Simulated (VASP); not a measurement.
Wanted: the native input for a VASP 6.6.1 run.

* Task: single point
* Functional: PBEsol
* Potentials or basis: VASP PAW PBE potentials, release 64 (Si, Li_sv)
* Cutoff: 520 eV
* k mesh: 2 × 2 × 2
* Occupations: fermi-dirac, width 0.02 eV
* Spin: collinear spin, zero start
* Starting moments: [0.0, 0.0, 0.0, 0.0, 0.0, 0.0, 0.0, 0.0, 0.0, 0.0, 0.0, 0.0, 0.0, 0.0, 0.0, 0.0, 0.0] μB
* Dipole correction: no
* Further INCAR settings: LREAL = Auto; ALGO = Normal; EDIFF = 1e-07; NBANDS = 52

The structure of LiSi16 (a cell with a defect) lies in POSCAR:

```
LiSi16
1.0
    0.0000000000      5.4300000000      5.4300000000
    5.4300000000      0.0000000000      5.4300000000
    5.4300000000      5.4300000000      0.0000000000
Si Li
16 1
Direct
   -0.0401104972      0.0093922652      0.0019705341
    0.1135543278      0.1503130755      0.1025598527
   -0.0510128913      0.0096316759      0.5108471455
    0.1289226519      0.1260681400      0.6137845304
   -0.0157090239      0.5297790055     -0.0472928177
    0.1174125230      0.5739871087      0.1551104972
    0.0110957643      0.5025322284      0.4986464088
    0.1451012891      0.6645488029      0.6153038674
    0.4897329650      0.0182412523     -0.0010589319
    0.6017219153      0.1510589319      0.1198066298
    0.5076243094     -0.0575322284      0.5397790055
    0.5981583794      0.1561694291      0.6199079190
    0.4663075506      0.5127532228      0.0521823204
    0.6298526703      0.6197421731      0.1318047882
    0.5052486188      0.5088950276      0.4902025783
    0.6202946593      0.5777900552      0.6683425414
    0.2507366483      0.2670718232      0.7067034991
```

The input as run:

INCAR

```
PREC = Accurate
ENCUT = 520
EDIFF = 1E-7
ISMEAR = -1
SIGMA = 0.02
LREAL = Auto
LASPH = True
NELM = 150
ALGO = Normal
ISIF = 2
LWAVE = False
LCHARG = True
ISPIN = 2
MAGMOM = 0 0 0 0 0 0 0 0 0 0 0 0 0 0 0 0 0
LORBIT = 11
GGA = PS
LELF = True
LVHAR = True
NBANDS = 52
```

KPOINTS

```
Automatic mesh
0
Gamma
  2 2 2
```

Potentials or basis: VASP PAW PBE potentials, release 64 (Si, Li_sv).

Launch:

```console
$ cat potpaw_PBE.64/Si/POTCAR potpaw_PBE.64/Li_sv/POTCAR > POTCAR
$ mpirun -np 1 vasp_std > vasp.out
```

Results of the run:

```json
{"Largest force": "3.290 eV/Å", "Net moment": "0.00 μB per cell", "Valence electrons inside the program's atomic spheres": "Si 1.63, 1.65, 1.67, 1.66, 1.72, 1.69, 1.68, 1.74, 1.76, 1.73, 1.75 (each value once); Li 2.17"}
```

Caveat: the k points lie up to 0.50 Å⁻¹ apart; no moment was typed at the start, so none could form; the PAW data sets were made with another functional, which shifts forces and pressure a little.

Wall time 12 min on 1 thread of Intel(R) Xeon(R) Platinum 8375C CPU @ 2.90GHz (Ice Lake) (shared host), peak memory 0.71 GiB.
